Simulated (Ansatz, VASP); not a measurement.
# Two plane-wave programs on CO2

```
CELL_PARAMETERS angstrom
-1.95895 1.95895 2.96865
1.95895 -1.95895 2.96865
1.95895 1.95895 -2.96865
ATOMIC_POSITIONS crystal
C 0.75000 0.25000 0.50000
C 0.00000 0.00000 0.00000
O 0.70777 0.12500 0.08277
O 0.04223 0.62500 0.91723
O 0.37500 0.29223 0.41723
O 0.87500 0.95777 0.58277
```

Alike in both runs: task single point; functional PBEsol; k mesh 8 × 8 × 8; occupations gaussian, width 0.02 eV; no spin polarisation.

|  | VASP | Ansatz |
| --- | --- | --- |
| version | VASP 6.6.1 | Ansatz 0.2.0 |
| potentials or method | VASP PAW PBE potentials, release 64 (C, O), cutoff 520 eV | scalar-relativistic, plane waves, PAW |
| valence electrons in the cell | 32 | 32 |

```tsv
	VASP	Ansatz	Ansatz less VASP
gap on the k mesh at the Fermi level (eV)	7.58	7.65	+0.072
least direct gap on the mesh (eV)	8.03	8.07	+0.044
```

VASP's potentials were made for PBE, not for PBEsol.
